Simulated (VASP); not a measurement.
Wanted: the native input for a VASP 6.6.1 run.

```
Task                   : single point
Functional             : PBE
Potentials or basis    : VASP PAW PBE potentials, release 64 (Pt)
Cutoff                 : 520 eV
k mesh                 : 15 × 15 × 1
Occupations            : gaussian, width 0.1 eV
Spin                   : no spin polarisation
Dipole correction      : yes
Further INCAR settings : ALGO = Normal; EDIFF = 1e-06; NBANDS = 33
```

The structure of Pt lies in POSCAR:

```
Pt
1.0
    2.7746870094      0.0000000000      0.0000000000
    1.3873435047      2.4029494377      0.0000000000
    0.0000000000      0.0000000000     24.0620898252
Pt
5
Direct
    0.0000000000      0.0000000000      0.3063207500
    0.3333333333      0.3333333333      0.4038910138
    0.6666666667      0.6666666667      0.5000001240
    0.0000000000      0.0000000000      0.5961090754
    0.3333333333      0.3333333333      0.6936790368
```

These files were run (other wordings do the same):

INCAR

```
SYSTEM = Pt
PREC = Accurate
ENCUT = 520
EDIFF = 1E-6
ISMEAR = 0
SIGMA = 0.1
LREAL = .FALSE.
LASPH = .TRUE.
NELM = 80
ALGO = Normal
ISIF = 2
LWAVE = .FALSE.
LCHARG = .FALSE.
LDIPOL = .TRUE.
IDIPOL = 3
DIPOL = 0.5 0.5 0.500
GGA = PE
NBANDS = 33
```

KPOINTS

```
regular mesh
0
G
  15 15 1
  0 0 0
```

Potentials or basis: VASP PAW PBE potentials, release 64 (Pt).

Launch:

```bash
$ cat potpaw_PBE.64/Pt/POTCAR > POTCAR
$ mpirun -np 1 vasp_std > vasp.out
```

Results of the run:

* Largest force: 0.023 eV/Å
* Band gap on the k mesh: zero (bands 25 and 26 overlap by 1.45 eV)

Caveat: spin-orbit coupling is left out, which moves the levels of the heavy elements.

Wall time 5.3 min on 1 thread of AMD EPYC 7R43 64-Core Processor (Zen 3), on a shared host, peak memory 0.32 GiB.
